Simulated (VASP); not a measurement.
KI:

```xyz
2
Lattice="0.0000 3.9659 3.9659 3.9659 0.0000 3.9659 3.9659 3.9659 0.0000" Properties=species:S:1:pos:R:3 pbc="T T T"
K     0.0000    0.0000    0.0000
I     1.9829    1.9829    1.9829
```

Base run:

```yaml
Program: VASP 6.6.1
Functional: PBE
Potentials_or_basis: VASP PAW PBE potentials, release 64 (K_sv, I)
Cutoff: 520 eV
k_mesh: 6 × 6 × 6
Occupations: gaussian, width 0.01 eV
Spin: no spin polarisation
```

Its results: band gap on the k mesh 3.93 eV.

**Question.** The run is repeated on the same cell with these changes: functional from PBE to r2SCAN; further incar settings from ALGO = Normal; EDIFF = 1e-08 to ALGO = Normal; EDIFF = 1e-07; NBANDS = 15. What comes out?

**Answer.** Band gap on the k mesh 4.47 eV.

Caveats: spin-orbit coupling is left out, which moves the levels of the heavy elements.

A k mesh can miss the band edges.
